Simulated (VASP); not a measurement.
# BP (I-4m2) in VASP: notebook

The runs below take BP through single point, with PBE.

Everything below comes from runs of VASP 6.6.1. Logs are shortened: lines on timing, memory, paths and dates and some standing lists are left out, and cuts for length are marked.

**1. The cell of the first run**

The structure is tetragonal, space group I-4m2 (No. 119). The conventional cell has a = 3.208 Å, b = 3.208 Å, c = 4.491 Å, α = 90.00°, β = 90.00°, γ = 90.00°. B (site symmetry -4m2) has 4 P at 1.96 Å within 2.6 Å. P (site symmetry -4m2) has 4 B at 1.96 Å within 2.6 Å.

**2. Single point, PBE (uniaxial z strain -1.0%)**

INCAR

```
PREC     = Accurate       # precision mode
ENCUT    = 520            # plane-wave cutoff, eV
EDIFF    = 1E-6           # SCF threshold, eV
ISMEAR   = -1             # smearing method
SIGMA    = 0.02           # smearing width, eV
LREAL    = F              # projectors in reciprocal space
LASPH    = T              # aspherical terms in the spheres
NELM     = 60             # most SCF steps
ALGO     = Normal         # electronic algorithm
ISIF     = 2              # what is computed and relaxed
LWAVE    = F              # write WAVECAR
LCHARG   = F              # write CHGCAR
GGA      = PE             # functional
NBANDS   = 11             # bands
```

KPOINTS

```
Automatic mesh
0
Gamma
  10 10 10
```

POSCAR

```
BP
1.0
    0.0000000000      2.2683156689      2.2456325122
    2.2683156689      0.0000000000      2.2456325122
    2.2683156689      2.2683156689      0.0000000000
B P
1 1
Direct
    0.0000000000      0.0000000000      0.0000000000
    0.2500000000      0.2500000000      0.2500000000
```

Potentials or basis: VASP PAW PBE potentials, release 64 (B, P).

Run with:

```sh
$ cat potpaw_PBE.64/B/POTCAR potpaw_PBE.64/P/POTCAR > POTCAR
$ mpirun -np 1 vasp_std > vasp.out
```

OUTCAR:

```text
PREC = Accurate
   ENCUT = 520
   EDIFF = 1E-6
   ISMEAR = -1
   LREAL = F
   LASPH = T
   NELM = 60
   ISIF = 2
   GGA = PE

 ion  position               nearest neighbor table
   1  0.000  0.000  0.000-   2 1.96   2 1.96   2 1.96   2 1.96
   2  0.250  0.250  0.250-   1 1.96   1 1.96   1 1.96   1 1.96

  LATTYP: Found a body centered tetragonal cell.
 ALAT       =     3.2078827827
 C/A-ratio  =     1.4000714267

  Lattice vectors:

 A1 = (   0.0000000000,  -2.2683156689,  -2.2456325122)
 A2 = (   0.0000000000,   2.2683156689,  -2.2456325122)
 A3 = (   2.2683156689,   0.0000000000,   2.2456325122)

Analysis of symmetry for initial positions (statically):
=====================================================================
 Subroutine PRICEL returns:
 Original cell was already a primitive cell.

 Routine SETGRP: Setting up the symmetry group for a
 body centered tetragonal supercell.

 Subroutine GETGRP returns: Found  8 space group operations
 (whereof  8 operations were pure point group operations)
 out of a pool of 16 trial point group operations.

The static configuration has the point symmetry D_2d.

Analysis of symmetry for dynamics (positions and initial velocities):
=====================================================================
 Subroutine PRICEL returns:
 Original cell was already a primitive cell.

 Routine SETGRP: Setting up the symmetry group for a
 body centered tetragonal supercell.

 Subroutine GETGRP returns: Found  8 space group operations
 (whereof  8 operations were pure point group operations)
 out of a pool of 16 trial point group operations.

The dynamic configuration has the point symmetry D_2d.

 Subroutine INISYM returns: Found  8 space group operations
 (whereof  8 operations are pure point group operations),
 and found     1 'primitive' translations

----------------------------------------------------------------------------------------

                                     Primitive cell

  volume of cell :      23.1087

  direct lattice vectors                    reciprocal lattice vectors
     0.000000000  2.268315669  2.245632512    -0.220427874  0.220427874  0.222654418
     2.268315669  0.000000000  2.245632512     0.220427874 -0.220427874  0.222654418
     2.268315669  2.268315669  0.000000000     0.220427874  0.220427874 -0.222654418

  length of vectors
     3.191883669  3.191883669  3.207882783     0.383082086  0.383082086  0.383082086

  position of ions in fractional coordinates (direct lattice)
     0.000000000  0.000000000  0.000000000
     0.250000000  0.250000000  0.250000000

  ion indices of the primitive-cell ions
   primitive index   ion index
                 1           1
                 2           2

----------------------------------------------------------------------------------------

 KPOINTS: Automatic mesh

Automatic generation of k-mesh.
 Grid dimensions read from file:
 generate k-points for:   10   10   10

 Generating k-lattice:

  Cartesian coordinates                     Fractional coordinates (reciprocal lattice)
    -0.022042787  0.022042787  0.022265442     0.100000000 -0.000000000  0.000000000
     0.022042787 -0.022042787  0.022265442    -0.000000000  0.100000000  0.000000000
     0.022042787  0.022042787 -0.022265442     0.000000000  0.000000000  0.100000000

  Length of vectors
     0.038308209  0.038308209  0.038308209

  Shift w.r.t. Gamma in fractional coordinates (k-lattice)
     0.000000000  0.000000000  0.000000000

 Subroutine IBZKPT returns following result:
 ===========================================

 Found    102 irreducible k-points:

 Following reciprocal coordinates:
            Coordinates               Weight
  0.000000  0.000000  0.000000      1.000000
  0.100000 -0.000000  0.000000      8.000000
  0.200000 -0.000000  0.000000      8.000000
  0.300000  0.000000  0.000000      8.000000
  0.400000  0.000000  0.000000      8.000000
  0.500000  0.000000  0.000000      4.000000
[... 16 lines left out ...]
  0.300000  0.300000  0.000000      2.000000
  0.400000  0.300000  0.000000      8.000000
 [... further k-points ...]
   k-points           NKPTS =    102   k-points in BZ     NKDIM =    102   number of bands    NBANDS=     11
   number of dos      NEDOS =    301   number of ions     NIONS =      2
   total plane-waves  NPLWV =  13824
   dimension x,y,z NGX =    24 NGY =   24 NGZ =   24
   dimension x,y,z NGXF=    48 NGYF=   48 NGZF=   48
   ions per type =               1   1
   NGX,Y,Z   is equivalent  to a cutoff of  12.50, 12.50, 12.44 a.u.
   NGXF,Y,Z  is equivalent  to a cutoff of  25.00, 25.00, 24.88 a.u.
 SYSTEM =  unknown system
   PREC   = accura    normal or accurate (medium, high low for compatibility)
   ISTART =      0    job   : 0-new  1-cont  2-samecut
   ICHARG =      2    charge: 1-file 2-atom 10-const
   ISPIN  =      1    spin polarized calculation?
   LNONCOLLINEAR =      F non collinear calculations
   LSORBIT =      F    spin-orbit coupling
   LASPH  =      T    aspherical Exc in radial PAW
   ENCUT  =  520.0 eV  38.22 Ry    6.18 a.u.   5.93  5.93  5.96*2*pi/ulx,y,z
   NELM   =     60;   NELMIN=  2; NELMDL= -5     # of ELM steps
   EDIFF  = 0.1E-05   stopping-criterion for ELM
   LREAL  =      F    real-space projection
   EDIFFG = 0.1E-04   stopping-criterion for IOM
   NSW    =      0    number of steps for IOM
   IBRION =     -1    ionic relax: 0-MD 1-quasi-New 2-CG
   NFREE  =      0    steps in history (QN), initial steepest desc. (CG)
   ISIF   =      2    stress and relaxation
   ISYM   =      2    0-nonsym 1-usesym 2-fastsym
   POTIM  = 0.5000    time-step for ionic-motion
   TEBEG  =    0.0;   TEEND  =   0.0 temperature during run
   PSTRESS=    0.0 pullay stress
   NELECT =       8.0000    total number of electrons
   NUPDOWN=      -1.0000    fix difference up-down
   EMIN   =  10.00;   EMAX   =-10.00  energy-range for DOS
   EFERMI =   0.00;   METHOD = LEGACY
   ISMEAR =    -1;   SIGMA  =   0.02  broadening in eV -4-tet -1-fermi 0-gaus
   EFERMI_NEDOS =   21; number of points for ismear=-14 and -15
   IALGO  =     38    algorithm
   IMIX   =      4    mixing-type and parameters
     AMIX     =   0.40;   BMIX     =  1.00
     AMIX_MAG =   1.60;   BMIX_MAG =  1.00
  volume/ion in A,a.u.               =      11.55        77.97
  Fermi-wavevector in a.u.,A,eV,Ry     =   1.149510  2.172260 17.978390  1.321374
  Thomas-Fermi vector in A             =   2.286180
   LORBIT       =      0    0 simple, 1 ext, 2 COOP (PROOUT), +10 PAW based schemes
   GGA     = PE    functional components
   LHFCALC =     F    Hartree Fock is set to
   AEXX    =    0.0000 exact exchange contribution
   IVDW    =     0    specifies the selected vdW correction
   LEPSILON=     F    determine dielectric tensor
   LRPA    =     F    only Hartree local field effects (RPA)
 non-spin polarized calculation
  energy-cutoff  :      520.00
  volume of cell :       23.11
 maximum number of plane-waves:       636
   NGX = 11   NGY = 11   NGZ = 11

 number of electron       8.0000001 magnetization

 Free energy of the ion-electron system (eV)
  ---------------------------------------------------
  ext. energy  EPLUGINS =         0.00000000
  ---------------------------------------------------
  free energy    TOTEN  =       -12.92618141 eV

  energy without entropy =      -12.92618141  energy(sigma->0) =      -12.92618141

 E-fermi :   7.9937     XC(G=0): -10.9546

 val. band max:        7.6284588086   @ k =   0.0000   0.0000   0.0000
 cond. band min:       8.7010176530   @ k =   0.4000   0.4000   0.0000
 fundamental gap:      1.0725588444
 Fermi energy:         7.9936515094

 k-point     1 :       0.0000    0.0000    0.0000
  band No.  band energies     occupation
      1      -7.9954      2.00000
      2       7.5306      2.00000
      3       7.5306      2.00000
      4       7.6285      2.00000
      5      10.9428      0.00000
      6      10.9998      0.00000
      7      10.9998      0.00000
      8      15.1033      0.00000
      9      19.1504      0.00000
     10      19.5901      0.00000
     11      19.8536      0.00000

 k-point     2 :       0.1000   -0.0000    0.0000
  band No.  band energies     occupation
      1      -7.8136      2.00000
      2       6.2523      2.00000
      3       7.2294      2.00000
      4       7.3030      2.00000
      5      11.3526      0.00000
      6      11.4091      0.00000
      7      11.4521      0.00000
      8      15.6129      0.00000
      9      18.9227      0.00000
     10      19.1377      0.00000
     11      19.7258      0.00000

 k-point     3 :       0.2000   -0.0000    0.0000
  band No.  band energies     occupation
      1      -7.2749      2.00000
      2       3.8955      2.00000
      3       6.6570      2.00000
      4       6.7470      2.00000
      5      11.6348      0.00000
      6      12.1167      0.00000
      7      12.1255      0.00000
      8      16.7540      0.00000
      9      18.3652      0.00000
     10      18.4870      0.00000
     11      20.5929      0.00000

 k-point     4 :       0.3000    0.0000    0.0000
  band No.  band energies     occupation
      1      -6.4090      2.00000
      2       1.5173      2.00000
      3       6.1548      2.00000
      4       6.2641      2.00000
      5      11.5526      0.00000
      6      12.4110      0.00000
      7      12.4786      0.00000
      8      17.6196      0.00000
      9      19.0143      0.00000
     10      19.0156      0.00000
     11      20.8752      0.00000

 k-point     5 :       0.4000    0.0000    0.0000
  band No.  band energies     occupation
      1      -5.3282      2.00000
      2      -0.5234      2.00000
      3       5.8357      2.00000
      4       5.9594      2.00000
      5      11.4400      0.00000
      6      12.3160      0.00000
      7      12.4219      0.00000
      8      17.7734      0.00000
      9      20.6801      0.00000
     10      20.7732      0.00000
     11      21.7874      0.00000
[... 211 lines left out ...]
 k-point    21 :      -0.3000    0.2000    0.0000
  band No.  band energies     occupation
      1      -5.1170      2.00000
      2       0.5672      2.00000
      3       2.9204      2.00000
      4       5.5561      2.00000
      5      11.3827      0.00000
      6      13.7210      0.00000
      7      14.6034      0.00000
      8      17.0167      0.00000
      9      17.9538      0.00000
     10      20.2101      0.00000
     11      24.7194      0.00000

 k-point    22 :      -0.2000    0.2000    0.0000
  band No.  band energies     occupation
      1      -6.1258      2.00000
      2       2.3182      2.00000
      3       3.3978      2.00000
      4       6.2436      2.00000
      5      11.9841      0.00000
      6      12.9160      0.00000
      7      14.0708      0.00000
      8      15.9994      0.00000
      9      17.0384      0.00000
     10      21.2008      0.00000
     11      23.4597      0.00000

 k-point    23 :       0.3000    0.3000    0.0000
  band No.  band energies     occupation
      1      -5.8330      2.00000
      2       2.7985      2.00000
      3       4.2516      2.00000
      4       4.2516      2.00000
      5       8.9975      0.00000
      6      11.4450      0.00000
      7      16.5009      0.00000
      8      16.5009      0.00000
      9      20.8562      0.00000
     10      21.9044      0.00000
     11      24.3233      0.00000

 k-point    24 :       0.4000    0.3000    0.0000
  band No.  band energies     occupation
      1      -4.9913      2.00000
      2       1.4298      2.00000
      3       3.4492      2.00000
      4       3.9496      2.00000
      5       9.2819      0.00000
      6      11.1221      0.00000
      7      17.1056      0.00000
      8      17.1331      0.00000
      9      21.7718      0.00000
     10      22.8444      0.00000
     11      24.8467      0.00000

 [... further k-points ...]
[... 5 lines left out ...]
  --------------------------------------------------------------------------------------
  -------------------------------------------------------------------------------------
  Total        0.2658991      0.2658991      0.6525238      0.0000000      0.0000000     -0.0000000
  in kB       18.4353647     18.4353647     45.2409056      0.0000000      0.0000000     -0.0000000
  external PRESSURE =      27.3705450 kB  Pullay stress =       0.0000000 kB

 VOLUME and BASIS-vectors are now :
 -----------------------------------------------------------------------------
  energy-cutoff  :      520.00
  volume of cell :       23.11
      direct lattice vectors                 reciprocal lattice vectors
     0.000000000  2.268315669  2.245632512    -0.220427874  0.220427874  0.222654418
     2.268315669  0.000000000  2.245632512     0.220427874 -0.220427874  0.222654418
     2.268315669  2.268315669  0.000000000     0.220427874  0.220427874 -0.222654418

 POSITION                                       TOTAL-FORCE (eV/Angst)
 -----------------------------------------------------------------------------------
      0.00000      0.00000      0.00000         0.000000      0.000000     -0.000000
      1.13416      1.13416      1.12282        -0.000000     -0.000000      0.000000
 -----------------------------------------------------------------------------------
    total drift:                                0.000000      0.000000      0.000000

  FREE ENERGIE OF THE ION-ELECTRON SYSTEM (eV)
  ---------------------------------------------------
  free  energy   TOTEN  =       -12.9261814096 eV

  energy  without entropy=      -12.9261814096  energy(sigma->0) =      -12.92618141
```

Wall time 7.8 s (1 thread of Intel Xeon 6975P-C (Granite Rapids), shared host); peak memory 0.14 GiB.

What came out:

- Free energy: -12.9262 eV
- Pressure: 2.7 GPa
- Band gap on the k mesh: 1.07 eV, indirect (least direct gap 3.31 eV)

Stress tensor (GPa, compression positive):
```
1.84 0.00 0.00
0.00 1.84 0.00
0.00 0.00 4.52
```

Levels at points of the mesh, in eV from the valence-band top:
```
           k point  band 1  band 2  band 3  band 4  band 5  band 6  band 7  band 8  band 9
(0.00, 0.00, 0.00)  -15.62   -0.10   -0.10    0.00    3.31    3.37    3.37    7.47   11.52
(0.50, 0.00, 0.00)  -12.26   -9.18   -1.90   -1.77    3.77    4.60    4.72   10.10   14.54
(0.50, 0.50, 0.00)  -10.65   -8.64   -4.29   -4.29    1.17    1.49   12.16   12.16   15.37
(0.50, 0.00, 0.50)  -10.74   -8.74   -4.19   -4.17    1.28    1.63   12.05   12.27   15.25
```

Caveat: the cell differs from its parent crystal (uniaxial z strain -1.0%).

(Part 1 of 2 ends here.)
